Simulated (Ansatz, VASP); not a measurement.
# Re in VASP and in Ansatz

POSCAR

```
Re
1.0
    2.7728322014      0.0000000000      0.0000000000
   -1.3864161007      2.4013431268      0.0000000000
    0.0000000000      0.0000000000      4.4919881662
Re
2
Direct
    0.3333333333      0.6666666667      0.2500000000
    0.6666666667      0.3333333333      0.7500000000
```

File INCAR.step1:

```
  PREC = Accurate
  ENCUT = 520
  ISMEAR = -1
  SIGMA = 0.05
  LREAL = F
  LASPH = T
  NELM = 80
  NBANDS = 14
  GGA = PE
  ALGO = Normal
  EDIFF = 1E-4
  LWAVE = T
  LCHARG = F
```

INCAR.step2

```
  PREC = Accurate
  ENCUT = 520
  EDIFF = 1E-8
  ISMEAR = -1
  SIGMA = 0.05
  LREAL = F
  LASPH = T
  NELM = 80
  ALGO = Normal
  ISIF = 2
  LWAVE = F
  LCHARG = F
  METAGGA = R2SCAN
  LMIXTAU = T
  LEFG = T
  NBANDS = 14
  ISTART = 1
```

The input KPOINTS:

```
Automatic mesh
0
Gamma
  12 12 7
```

Input for Ansatz:

```yaml
crystal:
  lattice:
    - [2.7728322014, 0.0, 0.0]
    - [-1.3864161007, 2.4013431268, 0.0]
    - [0.0, 0.0, 4.4919881662]
  atoms:
    - { symbol: Re, position: [0.3333333333, 0.6666666667, 0.25] }
    - { symbol: Re, position: [0.6666666667, 0.3333333333, 0.75] }
kpoints:
  mp_grid: { grid: [12, 12, 7] }
scf:
  occupations: { method: fermi_dirac, width: 0.05 }
hamiltonian:
  xc: r2scan
  pseudopotentials: { kind: paw }
output:
  forces: true
  stress: true
  eigenvalues: true
  efg: { contact_densities: true }
  populations: true
```

Change from the starting cell: shortest bond scaled by 1, PAW files.

Alike in both runs: task electric field gradients; functional r2SCAN; k mesh 12 × 12 × 7; occupations fermi-dirac, width 0.05 eV; no spin polarisation.

```csv
,VASP,Ansatz
version,VASP 6.6.1,Ansatz 0.2.0
potentials or method,"VASP PAW PBE potentials, release 64 (Re)","PAW with Ansatz's default frozen-core files, scalar-relativistic"
plane-wave cutoff (eV),520,500
valence electrons in the cell,14,30
```

Ansatz gave:

- pressure (GPa): -6.5
- traceless stress, the component that is largest in VASP (GPa): -0.30
- size of Vzz on the site where it differs most (V/Å²): 67.2

Task: What did VASP give for the same quantities?

Result: Pressure (GPa): -6.5; traceless stress, the component that is largest in VASP (GPa): -0.34; size of Vzz on the site where it differs most (V/Å²): 71.0.

VASP's potentials were made for PBE, not for r2SCAN. VASP's potentials hold 14 valence electrons a cell and Ansatz's 30, so a difference there can come from the potentials and not from the codes.

Neither program's run includes spin-orbit coupling.
